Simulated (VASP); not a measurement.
# B2Ru3 (Pn-3m) in VASP: notebook

The runs below take B2Ru3 through single point, relaxation of cell and atoms, with PBE.

All numbers are computed with VASP 6.6.1; they aren't measurements. Logs are shortened: lines on timing, memory, paths and dates and some standing lists are left out, and cuts for length are marked.

**1. The cell of the first run**

The structure is cubic, space group Pn-3m (No. 224). The conventional cell has a = 5.036 Å, b = 5.036 Å, c = 5.036 Å, α = 90.00°, β = 90.00°, γ = 90.00°. B (site symmetry -3m) has 6 Ru at 2.18 Å within 2.9 Å. Within 2.9 Å of Ru (site symmetry -42m) lie 4 B at 2.18 Å and 4 Ru at 2.52 Å.

The cell was built from a structure type or drawn by symmetry, and may not be a known phase.

**2. Single point, PBE**

INCAR reads:

```
PREC = Accurate
ENCUT = 520
EDIFF = 1E-6
ISMEAR = 0
SIGMA = 0.1
LREAL = F
LASPH = T
NELM = 80
ALGO = Normal
ISIF = 2
LWAVE = F
LCHARG = F
GGA = PE
NBANDS = 59
```

KPOINTS reads:

```
regular mesh
0
Gamma
  4 4 4
```

POSCAR reads:

```
B2Ru3
1.0
    5.0358096400      0.0000000000      0.0000000000
    0.0000000000      5.0358096400      0.0000000000
    0.0000000000      0.0000000000      5.0358096400
B Ru
4 6
Direct
    0.2500000000      0.2500000000      0.2500000000
    0.2500000000      0.7500000000      0.7500000000
    0.7500000000      0.7500000000      0.2500000000
    0.7500000000      0.2500000000      0.7500000000
    0.0000000000      0.5000000000      0.5000000000
    0.0000000000      0.5000000000      0.0000000000
    0.5000000000      0.0000000000      0.5000000000
    0.0000000000      0.0000000000      0.5000000000
    0.5000000000      0.0000000000      0.0000000000
    0.5000000000      0.5000000000      0.0000000000
```

Potentials or basis: VASP PAW PBE potentials, release 64 (B, Ru_pv).

On the command line:

```console
$ cat potpaw_PBE.64/B/POTCAR potpaw_PBE.64/Ru_pv/POTCAR > POTCAR
$ mpirun -np 1 vasp_std > vasp.out
```

OUTCAR:

```text
PREC = Accurate
   ENCUT = 520
   EDIFF = 1E-6
   ISMEAR = 0
   LREAL = F
   LASPH = T
   NELM = 80
   ISIF = 2
   GGA = PE

 ion  position               nearest neighbor table
   1  0.250  0.250  0.250-   5 2.18   6 2.18   7 2.18   8 2.18   9 2.18  10 2.18
   2  0.250  0.750  0.750-   5 2.18   6 2.18   7 2.18   8 2.18   9 2.18  10 2.18
   3  0.750  0.750  0.250-   5 2.18   6 2.18   7 2.18   8 2.18   9 2.18  10 2.18
   4  0.750  0.250  0.750-   5 2.18   6 2.18   7 2.18   8 2.18   9 2.18  10 2.18
   5  0.000  0.500  0.500-   1 2.18   2 2.18   3 2.18   4 2.18   6 2.52   8 2.52   6 2.52   8 2.52
[... 7 lines left out ...]
   9  0.500  0.000  0.000-   1 2.18   2 2.18   3 2.18   4 2.18   7 2.52  10 2.52   7 2.52  10 2.52

  10  0.500  0.500  0.000-   1 2.18   2 2.18   3 2.18   4 2.18   6 2.52   9 2.52   9 2.52   6 2.52

  LATTYP: Found a simple cubic cell.
 ALAT       =     5.0358096400

  Lattice vectors:

 A1 = (   5.0358096400,   0.0000000000,   0.0000000000)
 A2 = (   0.0000000000,   5.0358096400,   0.0000000000)
 A3 = (   0.0000000000,   0.0000000000,   5.0358096400)

Analysis of symmetry for initial positions (statically):
=====================================================================
 Subroutine PRICEL returns:
 Original cell was already a primitive cell.

 Routine SETGRP: Setting up the symmetry group for a
 simple cubic supercell.

 Subroutine GETGRP returns: Found 48 space group operations
 (whereof 24 operations were pure point group operations)
 out of a pool of 48 trial point group operations.

The static configuration has the point symmetry T_d .
 The point group associated with its full space group is O_h .

Analysis of symmetry for dynamics (positions and initial velocities):
=====================================================================
 Subroutine PRICEL returns:
 Original cell was already a primitive cell.

 Routine SETGRP: Setting up the symmetry group for a
 simple cubic supercell.

 Subroutine GETGRP returns: Found 48 space group operations
 (whereof 24 operations were pure point group operations)
 out of a pool of 48 trial point group operations.

The dynamic configuration has the point symmetry T_d .
 The point group associated with its full space group is O_h .

 Subroutine INISYM returns: Found 48 space group operations
[... 96 lines left out ...]
   ENCUT  =  520.0 eV  38.22 Ry    6.18 a.u.   9.36  9.36  9.36*2*pi/ulx,y,z
   NELM   =     80;   NELMIN=  2; NELMDL= -5     # of ELM steps
   EDIFF  = 0.1E-05   stopping-criterion for ELM
   LREAL  =      F    real-space projection
[... 7 lines left out ...]
   TEBEG  =    0.0;   TEEND  =   0.0 temperature during run
   PSTRESS=    0.0 pullay stress
   NELECT =      96.0000    total number of electrons
   NUPDOWN=      -1.0000    fix difference up-down
   EMIN   =  10.00;   EMAX   =-10.00  energy-range for DOS
   EFERMI =   0.00;   METHOD = LEGACY
   ISMEAR =     0;   SIGMA  =   0.10  broadening in eV -4-tet -1-fermi 0-gaus
   EFERMI_NEDOS =   21; number of points for ismear=-14 and -15
   IALGO  =     38    algorithm
   IMIX   =      4    mixing-type and parameters
     AMIX     =   0.40;   BMIX     =  1.00
     AMIX_MAG =   1.60;   BMIX_MAG =  1.00
  volume/ion in A,a.u.               =      12.77        86.18
  Fermi-wavevector in a.u.,A,eV,Ry     =   1.488547  2.812946 30.147418  2.215773
  Thomas-Fermi vector in A             =   2.601568
   LORBIT       =      0    0 simple, 1 ext, 2 COOP (PROOUT), +10 PAW based schemes
   GGA     = PE    functional components
   LHFCALC =     F    Hartree Fock is set to
   AEXX    =    0.0000 exact exchange contribution
   IVDW    =     0    specifies the selected vdW correction
   LEPSILON=     F    determine dielectric tensor
   LRPA    =     F    only Hartree local field effects (RPA)
 non-spin polarized calculation
 Gauss-broadening in eV      SIGMA  =   0.10
  energy-cutoff  :      520.00
  volume of cell :      127.71
 maximum number of plane-waves:      3468
 NGX is ok and might be reduce to    40
   NGX = 19   NGY = 19   NGZ = 19

 number of electron      95.9999994 magnetization

 Free energy of the ion-electron system (eV)
  ---------------------------------------------------
  ext. energy  EPLUGINS =         0.00000000
  ---------------------------------------------------
  free energy    TOTEN  =       -77.40950063 eV

  energy without entropy =      -77.36265340  energy(sigma->0) =      -77.38607701

 E-fermi :   8.7495     XC(G=0): -12.4211

 val. band max:        8.7408451801   @ k =   0.2500   0.0000   0.0000
 cond. band min:       8.7923495305   @ k =   0.5000   0.0000   0.0000
 fundamental gap:      0.0515043504
 Fermi energy:         8.7494516191

 k-point     1 :       0.0000    0.0000    0.0000
  band No.  band energies     occupation
      1     -34.6179      2.00000
      2     -34.6179      2.00000
      3     -34.6179      2.00000
      4     -34.6019      2.00000
      5     -34.6019      2.00000
      6     -34.6019      2.00000
[... 609 lines left out ...]
     58      13.8581      0.00000
     59      13.8581      0.00000

------------------------ aborting loop because EDIFF is reached ----------------------------------------

  FORCE on cell =-STRESS in cart. coord.  units (eV):
  Direction    XX          YY          ZZ          XY          YZ          ZX
  --------------------------------------------------------------------------------------
  -------------------------------------------------------------------------------------
  Total        7.0339831      7.0339831      7.0339831     -0.0000000     -0.0000000      0.0000000
  in kB       88.2478207     88.2478207     88.2478207     -0.0000000     -0.0000000      0.0000000
  external PRESSURE =      88.2478207 kB  Pullay stress =       0.0000000 kB

 VOLUME and BASIS-vectors are now :
 -----------------------------------------------------------------------------
  energy-cutoff  :      520.00
  volume of cell :      127.71
      direct lattice vectors                 reciprocal lattice vectors
     5.035809640  0.000000000  0.000000000     0.198577800  0.000000000  0.000000000
     0.000000000  5.035809640  0.000000000     0.000000000  0.198577800  0.000000000
     0.000000000  0.000000000  5.035809640     0.000000000  0.000000000  0.198577800

 POSITION                                       TOTAL-FORCE (eV/Angst)
 -----------------------------------------------------------------------------------
      1.25895      1.25895      1.25895         0.000000      0.000000      0.000000
      1.25895      3.77686      3.77686         0.000000     -0.000000      0.000000
      3.77686      3.77686      1.25895        -0.000000      0.000000      0.000000
      3.77686      1.25895      3.77686        -0.000000      0.000000     -0.000000
      0.00000      2.51790      2.51790         0.000000      0.000000     -0.000000
      0.00000      2.51790      0.00000        -0.000000      0.000000     -0.000000
      2.51790      0.00000      2.51790        -0.000000     -0.000000      0.000000
      0.00000      0.00000      2.51790         0.000000      0.000000     -0.000000
      2.51790      0.00000      0.00000        -0.000000      0.000000     -0.000000
      2.51790      2.51790      0.00000        -0.000000     -0.000000      0.000000
 -----------------------------------------------------------------------------------
    total drift:                               -0.000000      0.000000     -0.000000

  FREE ENERGIE OF THE ION-ELECTRON SYSTEM (eV)
  ---------------------------------------------------
  free  energy   TOTEN  =       -77.4095006293 eV

  energy  without entropy=      -77.3626533994  energy(sigma->0) =      -77.38607701
```

OSZICAR:

```text
N       E                     dE             d eps       ncg     rms          rms(c)
DAV:   1     0.110510601259E+04    0.11051E+04   -0.56680E+04  1252   0.171E+03
DAV:   2    -0.346762425596E+02   -0.11398E+04   -0.11037E+04  1239   0.519E+02
DAV:   3    -0.858320178014E+02   -0.51156E+02   -0.48350E+02  1464   0.103E+02
DAV:   4    -0.871361152471E+02   -0.13041E+01   -0.12901E+01  1376   0.140E+01
DAV:   5    -0.871692532558E+02   -0.33138E-01   -0.33102E-01  1498   0.210E+00    0.444E+01
DAV:   6    -0.783985585136E+02    0.87707E+01   -0.70400E+01  1279   0.379E+01    0.891E+00
DAV:   7    -0.775059042264E+02    0.89265E+00   -0.74396E+00  1257   0.136E+01    0.827E+00
DAV:   8    -0.774165931895E+02    0.89311E-01   -0.23031E-01  1320   0.220E+00    0.168E+00
DAV:   9    -0.774091320332E+02    0.74612E-02   -0.47819E-02  1315   0.944E-01    0.165E-01
DAV:  10    -0.774094947708E+02   -0.36274E-03   -0.25935E-03  1376   0.251E-01    0.659E-02
DAV:  11    -0.774094978094E+02   -0.30387E-05   -0.27460E-04  1317   0.829E-02    0.236E-02
DAV:  12    -0.774095006362E+02   -0.28267E-05   -0.31963E-05  1301   0.262E-02    0.466E-03
DAV:  13    -0.774095006293E+02    0.68521E-08   -0.17935E-06   997   0.582E-03
   1 F= -.77409501E+02 E0= -.77386077E+02  d E =-.468472E-01
```

Run time: 34 s. Hardware: 1 thread of Intel Xeon 6975P-C (Granite Rapids), shared host; peak memory 0.26 GiB.

Results:

```
Free energy            : -77.4095 eV
Pressure               : 8.8 GPa
Band gap on the k mesh : zero (bands 48 and 49 overlap by 1.00 eV)
```

Caveat: the cell stands under pressure.

**3. Single point, PBE**

This run uses another cell than the first one, of 13.25 Å³/atom.

INCAR reads:

```
ALGO = Fast
EDIFF = 1E-6
ENCUT = 520
GGA = PE
ISIF = 2
ISMEAR = 0
LASPH = T
LCHARG = F
LREAL = F
LWAVE = F
NBANDS = 59
NELM = 80
PREC = Accurate
SIGMA = 0.1
```

KPOINTS reads:

```
k-points
0
Gamma
  4 4 4
```

Edit POSCAR of step 2 so:

```diff
@@ -2,5 +2,5 @@
 1.0
-    5.0358096400      0.0000000000      0.0000000000
-    0.0000000000      5.0358096400      0.0000000000
-    0.0000000000      0.0000000000      5.0358096400
+    5.0979022453      0.0000000000      0.0000000000
+    0.0000000000      5.0979022453      0.0000000000
+    0.0000000000      0.0000000000      5.0979022453
 B Ru
```

Potentials or basis: VASP PAW PBE potentials, release 64 (B, Ru_pv).

On the command line:

```console
$ cat potpaw_PBE.64/B/POTCAR potpaw_PBE.64/Ru_pv/POTCAR > POTCAR
$ mpirun -np 1 vasp_std > vasp.out
```

Run time: 39 s. Hardware: 1 thread of Intel Xeon 6975P-C (Granite Rapids), shared host; peak memory 0.26 GiB.

Results (log left out):

| Property | Result |
| --- | --- |
| Free energy | -77.5389 eV |
| Pressure | 0.0 GPa |
| Band gap on the k mesh | zero (bands 48 and 49 overlap by 0.94 eV) |

Levels at points of the mesh, in eV from the Fermi level:
| k point | band 44 | band 45 | band 46 | band 47 | band 48 | band 49 | band 50 | band 51 | band 52 | band 53 |
| --- | --- | --- | --- | --- | --- | --- | --- | --- | --- | --- |
| (0.00, 0.00, 0.00) | -0.42 | -0.42 | -0.42 | 0.23 | 0.23 | 0.61 | 0.61 | 0.61 | 1.75 | 1.75 |
| (0.50, 0.00, 0.00) | -0.56 | -0.09 | -0.09 | -0.03 | -0.03 | 0.04 | 0.04 | 0.49 | 0.49 | 1.22 |
| (0.50, 0.50, 0.00) | -1.74 | -1.06 | -1.06 | -0.26 | -0.26 | 0.13 | 0.13 | 0.27 | 0.27 | 2.90 |
| (0.50, 0.50, 0.50) | -1.41 | -1.41 | -1.16 | -1.16 | -1.16 | -0.72 | -0.72 | -0.72 | -0.57 | 0.38 |

**4. Relaxation of cell and atoms, PBE**

INCAR reads:

```
SYSTEM = B2Ru3
PREC = Accurate
ENCUT = 600
EDIFF = 1E-6
ISMEAR = 0
SIGMA = 0.1
LREAL = .FALSE.
LASPH = .TRUE.
NELM = 60
ALGO = Fast
ISIF = 3
LWAVE = .FALSE.
LCHARG = .FALSE.
GGA = PE
IBRION = 2
NSW = 90
EDIFFG = -0.04
```

KPOINTS reads:

```
Automatic mesh
0
G
  4 4 4
  0 0 0
```

Edit POSCAR of step 3 so:

```diff
@@ -2,5 +2,5 @@
 1.0
-    5.0979022453      0.0000000000      0.0000000000
-    0.0000000000      5.0979022453      0.0000000000
-    0.0000000000      0.0000000000      5.0979022453
+    5.0358096400      0.0000000000      0.0000000000
+    0.0000000000      5.0358096400      0.0000000000
+    0.0000000000      0.0000000000      5.0358096400
 B Ru
```

On the command line:

```console
$ cat potpaw_PBE.64/B/POTCAR potpaw_PBE.64/Ru_pv/POTCAR > POTCAR
$ mpirun -np 1 vasp_std > vasp.out
```

It took 2 min on 1 thread of Intel Xeon 6975P-C (Granite Rapids), shared host; peak memory 0.27 GiB.

The run converged. Its results:

| Quantity | Value |
| --- | --- |
| Free energy | -77.5364 eV |
| Relaxed volume | 13.25 Å³/atom |
| Relaxed cell | a = 5.098 Å, b = 5.098 Å, c = 5.098 Å, α = 90.00°, β = 90.00°, γ = 90.00° |
| Space group after relaxing (to 0.1 Å) | Pn-3m (No. 224) |
| Energy gained by relaxing | 12.5 meV/atom |
| Ionic steps | 3 |
| Pressure after relaxing | -0.2 GPa |
| Band gap on the k mesh | zero (bands 48 and 49 overlap by 0.94 eV) |

Step by step:
| step | energy change (eV) | largest force (eV/Å) | pressure (GPa) | volume (Å³) |
| --- | --- | --- | --- | --- |
| 1 | 0.0000 | 0.0000 | 8.81 | 127.71 |
| 2 | 0.2281 | 0.0000 | -12.31 | 141.12 |
| 3 | -0.1254 | 0.0000 | -0.19 | 132.52 |

Final structure:
```
B Ru
1.0
     5.09838    0.00000    0.00000
     0.00000    5.09838    0.00000
     0.00000    0.00000    5.09838
B Ru
4 6
Direct
  0.25000 0.25000 0.25000
  0.25000 0.75000 0.75000
  0.75000 0.75000 0.25000
  0.75000 0.25000 0.75000
  0.00000 0.50000 0.50000
  0.00000 0.50000 0.00000
  0.50000 0.00000 0.50000
  0.00000 0.00000 0.50000
  0.50000 0.00000 0.00000
  0.50000 0.50000 0.00000
```

Levels at points of the mesh, in eV from the Fermi level:
| k point | band 46 | band 47 | band 48 | band 49 | band 50 | band 51 |
| --- | --- | --- | --- | --- | --- | --- |
| (0.00, 0.00, 0.00) | -0.42 | 0.23 | 0.23 | 0.61 | 0.61 | 0.61 |
| (0.50, 0.00, 0.00) | -0.09 | -0.03 | -0.03 | 0.04 | 0.04 | 0.49 |
| (0.50, 0.50, 0.00) | -1.06 | -0.26 | -0.26 | 0.13 | 0.13 | 0.27 |
| (0.50, 0.50, 0.50) | -1.16 | -1.16 | -1.16 | -0.72 | -0.72 | -0.72 |

[end of part 1 of 2]
